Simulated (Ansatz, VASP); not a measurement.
**Two plane-wave programs on ZnSe**

```
Zn Se
1.0
     0.00000    2.79489    2.79489
     2.79489    0.00000    2.79489
     2.79489    2.79489    0.00000
Zn Se
1 1
Direct
  0.00000 0.00000 0.00000
  0.25000 0.25000 0.25000
```

Alike in both runs: functional r2SCAN; k mesh 8 × 8 × 8; occupations fermi-dirac, width 0.02 eV; no spin polarisation.

Ansatz relaxed the structure, and its values are those at the end. VASP's run is a single point on that final structure, the one shown.

|  | VASP | Ansatz |
| --- | --- | --- |
| version | VASP 6.6.1 | Ansatz 0.2.0 |
| potentials or method | VASP PAW PBE potentials, release 64 (Zn, Se), cutoff 520 eV | PAW plane waves |
| valence electrons in the cell | 18 | 28 |

```csv
,VASP,Ansatz,Ansatz less VASP
gap on the k mesh at the Fermi level (eV),2.05,2.04,-0.012
pressure (GPa),3.0,2.9,-0.11
```

VASP's potentials were made for PBE, not for r2SCAN. The functional is the same, so the differences come from potentials, cutoffs and numerics. VASP's potentials hold 18 valence electrons a cell and Ansatz's 28, so a difference there can come from the potentials and not from the codes. Ansatz's warnings: stress scf threshold loose.
